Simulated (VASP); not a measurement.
# NbC (Fm-3m) in VASP: further runs

The runs below take NbC through vibrations by perturbation theory, with LDA.

Everything below comes from runs of VASP 6.6.1. Logs are shortened: lines on timing, memory, paths and dates and some standing lists are left out, and cuts for length are marked.

### Step 1. The cell of the first run

The structure is cubic, space group Fm-3m (No. 225). The conventional cell has a = 4.405 Å, b = 4.405 Å, c = 4.405 Å, α = 90.00°, β = 90.00°, γ = 90.00°. Within 2.9 Å of Nb (site symmetry m-3m) lie 6 C at 2.20 Å. Within 2.9 Å of C (site symmetry m-3m) lie 6 Nb at 2.20 Å.

### Step 2. Vibrations by perturbation theory, LDA (10.68 Å³/atom)

INCAR reads:

```
SYSTEM = NbC
PREC = Accurate ; ENCUT = 600
EDIFF = 1E-8 ; ISMEAR = -1
SIGMA = 0.08 ; LREAL = .FALSE.
LASPH = .TRUE. ; NELM = 120
ALGO = Normal ; ISIF = 2
LWAVE = .FALSE. ; LCHARG = .TRUE.
GGA = CA ; IBRION = 8
NSW = 1 ; GGA_COMPAT = .FALSE.
```

KPOINTS reads:

```
regular mesh
0
G
  14 14 14
  0 0 0
```

POSCAR reads:

```
NbC
1.0
    0.0000000000      2.2024748850      2.2024748850
    2.2024748850      0.0000000000      2.2024748850
    2.2024748850      2.2024748850      0.0000000000
Nb C
1 1
Direct
    0.0000000000      0.0000000000      0.0000000000
    0.5000000000      0.5000000000      0.5000000000
```

Potentials or basis: VASP PAW LDA potentials, release 64 (Nb_sv, C).

The run is started by

```console
cat potpaw_LDA.64/Nb_sv/POTCAR potpaw_LDA.64/C/POTCAR > POTCAR
mpirun -np 1 vasp_std > vasp.out
```

OUTCAR:

```text
SYSTEM = NbC
   PREC = Accurate
   ENCUT = 600
   EDIFF = 1E-8
   ISMEAR = -1
   LREAL = .FALSE.
   LASPH = .TRUE.
   NELM = 120
   ISIF = 2
   GGA = CA
   IBRION = 8
   NSW = 1

 ion  position               nearest neighbor table
   1  0.000  0.000  0.000-   2 2.20   2 2.20   2 2.20   2 2.20   2 2.20   2 2.20
   2  0.500  0.500  0.500-   1 2.20   1 2.20   1 2.20   1 2.20   1 2.20   1 2.20

  LATTYP: Found a face centered cubic cell.
 ALAT       =     4.4049497700

  Lattice vectors:

 A1 = (   0.0000000000,   2.2024748850,   2.2024748850)
 A2 = (   2.2024748850,   0.0000000000,   2.2024748850)
 A3 = (   2.2024748850,   2.2024748850,   0.0000000000)

Analysis of symmetry for initial positions (statically):
=====================================================================
 Subroutine PRICEL returns:
 Original cell was already a primitive cell.

 Routine SETGRP: Setting up the symmetry group for a
 face centered cubic supercell.

 Subroutine GETGRP returns: Found 48 space group operations
 (whereof 48 operations were pure point group operations)
 out of a pool of 48 trial point group operations.

The static configuration has the point symmetry O_h .

Analysis of symmetry for dynamics (positions and initial velocities):
=====================================================================
 Subroutine PRICEL returns:
 Original cell was already a primitive cell.

 Routine SETGRP: Setting up the symmetry group for a
 face centered cubic supercell.

 Subroutine GETGRP returns: Found 48 space group operations
 (whereof 48 operations were pure point group operations)
 out of a pool of 48 trial point group operations.

The dynamic configuration has the point symmetry O_h .

 Subroutine INISYM returns: Found 48 space group operations
 (whereof 48 operations are pure point group operations),
 and found     1 'primitive' translations

----------------------------------------------------------------------------------------

                                     Primitive cell

  volume of cell :      21.3680

  direct lattice vectors                    reciprocal lattice vectors
     0.000000000  2.202474885  2.202474885    -0.227017345  0.227017345  0.227017345
     2.202474885  0.000000000  2.202474885     0.227017345 -0.227017345  0.227017345
     2.202474885  2.202474885  0.000000000     0.227017345  0.227017345 -0.227017345

  length of vectors
     3.114769853  3.114769853  3.114769853     0.393205575  0.393205575  0.393205575

  position of ions in fractional coordinates (direct lattice)
     0.000000000  0.000000000  0.000000000
     0.500000000  0.500000000  0.500000000

  ion indices of the primitive-cell ions
   primitive index   ion index
                 1           1
                 2           2

----------------------------------------------------------------------------------------

 KPOINTS: regular mesh

Automatic generation of k-mesh.
 Grid dimensions read from file:
 generate k-points for:   14   14   14

 Generating k-lattice:

  Cartesian coordinates                     Fractional coordinates (reciprocal lattice)
    -0.016215525  0.016215525  0.016215525     0.071428571  0.000000000  0.000000000
     0.016215525 -0.016215525  0.016215525     0.000000000  0.071428571  0.000000000
     0.016215525  0.016215525 -0.016215525     0.000000000  0.000000000  0.071428571

  Length of vectors
     0.028086113  0.028086113  0.028086113

  Shift w.r.t. Gamma in fractional coordinates (k-lattice)
     0.000000000  0.000000000  0.000000000

 Subroutine IBZKPT returns following result:
 ===========================================

 Found    104 irreducible k-points:

[... 84 lines left out ...]

 number of electron      17.0000000 magnetization

 Free energy of the ion-electron system (eV)
  ---------------------------------------------------
  ext. energy  EPLUGINS =         0.00000000
  ---------------------------------------------------
  free energy    TOTEN  =       -22.64711457 eV

  energy without entropy =      -22.63324175  energy(sigma->0) =      -22.64017816

 E-fermi :  13.1209     XC(G=0): -13.5196

 val. band max:       13.0487915564   @ k =   0.1429   0.0714   0.0000
 cond. band min:      13.1574598959   @ k =  -0.2143   0.2143   0.0714
 fundamental gap:      0.1086683396
 Fermi energy:        13.1208994202

 k-point     1 :       0.0000    0.0000    0.0000
  band No.  band energies     occupation
      1     -42.2638      2.00000
      2     -18.1021      2.00000
      3     -18.1021      2.00000
      4     -18.1021      2.00000
      5      -0.4353      2.00000
      6      11.6703      2.00000
      7      11.6703      2.00000
      8      11.6703      2.00000
      9      12.8290      1.94924
     10      12.8290      1.94924
     11      12.8290      1.94924
     12      13.4699      0.02518
[... 331 lines left out ...]
 k-point    24 :       0.2857    0.1429    0.0000
  band No.  band energies     occupation
      1     -42.1845      2.00000
      2     -18.6029      2.00000
      3     -18.2253      2.00000
      4     -18.2083      2.00000
      5       1.1666      2.00000
      6       7.6787      2.00000
      7       9.2791      2.00000
      8       9.9214      2.00000
      9      11.8875      2.00000
     10      14.2953      0.00000
     11      15.3667      0.00000
     12      16.9372      0.00000

 [... further k-points ...]

------------------------ aborting loop because EDIFF is reached ----------------------------------------

  FORCE on cell =-STRESS in cart. coord.  units (eV):
  Direction    XX          YY          ZZ          XY          YZ          ZX
  --------------------------------------------------------------------------------------
  -------------------------------------------------------------------------------------
  Total        0.6858859      0.6858859      0.6858859      0.0000000     -0.0000000      0.0000000
  in kB       51.4279927     51.4279927     51.4279927      0.0000000     -0.0000000      0.0000000
  external PRESSURE =      51.4279927 kB  Pullay stress =       0.0000000 kB

 VOLUME and BASIS-vectors are now :
 -----------------------------------------------------------------------------
  energy-cutoff  :      600.00
  volume of cell :       21.37
      direct lattice vectors                 reciprocal lattice vectors
     0.000000000  2.202474885  2.202474885    -0.227017345  0.227017345  0.227017345
     2.202474885  0.000000000  2.202474885     0.227017345 -0.227017345  0.227017345
     2.202474885  2.202474885  0.000000000     0.227017345  0.227017345 -0.227017345

 POSITION                                       TOTAL-FORCE (eV/Angst)
 -----------------------------------------------------------------------------------
      0.00000      0.00000      0.00000         0.000000     -0.000000     -0.000000
      2.20247      2.20247      2.20247        -0.000000      0.000000      0.000000
 -----------------------------------------------------------------------------------
    total drift:                               -0.000000      0.000000      0.000000

  FREE ENERGIE OF THE ION-ELECTRON SYSTEM (eV)
  ---------------------------------------------------
  free  energy   TOTEN  =       -22.6471145701 eV

  energy  without entropy=      -22.6332417479  energy(sigma->0) =      -22.64017816

[... ionic steps 2 to 3 ...]

--------------------------------------- Ionic step        4  -------------------------------------------

------------------------ aborting loop because EDIFF is reached ----------------------------------------

[... ionic steps 5 to 6 ...]

--------------------------------------- Ionic step        7  -------------------------------------------

 Free energy of the ion-electron system (eV)
  ---------------------------------------------------
  ---------------------------------------------------
  free energy    TOTEN  =        -0.11969037 eV

  energy without entropy =       -0.11969037

------------------------ aborting loop because EDIFF is reached ----------------------------------------

 INTERNAL STRAIN TENSOR  FOR ION    2  DIRECTION 1   (eV/Angst):
 -----------------------------------------------------------------------------
     0.00294 -0.00000  0.00000
     0.00000 -0.00110  0.00000
     0.00000  0.00000 -0.00110

 INTERNAL STRAIN TENSOR FOR ION    2 for displacements in x,y,z  (eV/Angst):
          X           Y           Z          XY          YZ          ZX
  --------------------------------------------------------------------------------
  x     0.00000     0.00000     0.00000     0.00000     0.00000     0.00000
  y     0.00000     0.00000     0.00000     0.00000     0.00000     0.00000
  z     0.00000     0.00000     0.00000     0.00000     0.00000     0.00000

 SECOND DERIVATIVES (NOT SYMMETRIZED)
 ------------------------------------
               1X          1Y          1Z          2X          2Y          2Z
  1X   -12.703807    0.000000    0.000000   12.703807    0.000000    0.000000
  1Y     0.000000  -12.703807    0.000000    0.000000   12.703807    0.000000
  1Z     0.000000    0.000000  -12.703807    0.000000    0.000000   12.703807
  2X    12.572305    0.000000    0.000000  -12.572305    0.000000    0.000000
  2Y     0.000000   12.572305    0.000000    0.000000  -12.572305    0.000000
  2Z     0.000000    0.000000   12.572305    0.000000    0.000000  -12.572305

 Eigenvectors and eigenvalues of the dynamical matrix
 ----------------------------------------------------

   1 f  =   17.007052 THz   106.858457 2PiTHz  567.294181 cm-1    70.335483 meV
             X         Y         Z           dx          dy          dz
      0.000000  0.000000  0.000000     0.283290    0.187842   -0.000000
      2.202475  2.202475  2.202475    -0.783807   -0.519720   -0.000000
[... 21 lines left out ...]
   6 f/i=    0.028285 THz     0.177720 2PiTHz    0.943485 cm-1     0.116977 meV
             X         Y         Z           dx          dy          dz
      0.000000  0.000000  0.000000    -0.367786    0.859118   -0.105410
      2.202475  2.202475  2.202475    -0.132928    0.310510   -0.038098

--------------------------------------------------------------------------------------------------------

 ELASTIC MODULI CONTR FROM IONIC RELAXATION (kBar)
 Direction    XX          YY          ZZ          XY          YZ          ZX
 --------------------------------------------------------------------------------
 XX           0.0000      0.0000      0.0000      0.0000      0.0000      0.0000
 YY           0.0000      0.0000      0.0000      0.0000      0.0000      0.0000
 ZZ           0.0000      0.0000      0.0000      0.0000      0.0000      0.0000
 XY           0.0000      0.0000      0.0000      0.0000      0.0000      0.0000
 YZ           0.0000      0.0000      0.0000      0.0000      0.0000      0.0000
 ZX           0.0000      0.0000      0.0000      0.0000      0.0000      0.0000
 --------------------------------------------------------------------------------
```

Wall time 14 min (1 thread of Intel Xeon 8259CL, shared host); peak memory 0.32 GiB.

Results:

- Highest phonon frequency at Γ: 567 cm⁻¹

Phonon frequencies in cm⁻¹ (negative: imaginary):
```tsv
q point	frequencies
(0.000, 0.000, 0.000)	-1 -1 -1 567 567 567
```

Caveat: the cell stands under pressure or tension, which shifts response properties.

[end of part 1 of 2]
